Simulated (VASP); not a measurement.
Crystal: Ta.

```
Ta
1.0
    -1.61203    1.61203    1.61203
     1.61203   -1.61203    1.61203
     1.61203    1.61203   -1.61203
Ta
1
Direct
  0.00000 0.00000 0.00000
```

- Program: VASP 6.6.1
- Task: relaxation of cell and atoms
- Functional: PBE
- Potentials or basis: VASP PAW PBE potentials, release 64 (Ta_pv)
- Cutoff: 600 eV
- k mesh: 8 × 8 × 8
- Occupations: gaussian, width 0.1 eV
- Spin: no spin polarisation

At the start: pressure 18.8 GPa; volume 16.76 Å³/atom.

**Question.** How do energy, volume and symmetry change on relaxing?

**Answer.** Over 4 steps the energy falls by 74.1 meV/atom and the volume is 18.12 Å³/atom (+8.2 %); space group Im-3m (No. 229, to 0.05 Å).

The path:
```csv
step,energy change (eV),largest force (eV/Å),pressure (GPa),volume (Å³)
1,0.0000,0.0000,18.82,16.76
2,0.2959,0.0000,-25.63,22.00
3,-0.0737,0.0000,-1.23,18.22
4,-0.0741,0.0000,-0.14,18.12
```

Final structure:
```xyz
1
Lattice="-1.6547 1.6547 1.6547 1.6547 -1.6547 1.6547 1.6547 1.6547 -1.6547" Properties=species:S:1:pos:R:3 pbc="T T T"
Ta    0.0000    0.0000    0.0000
```
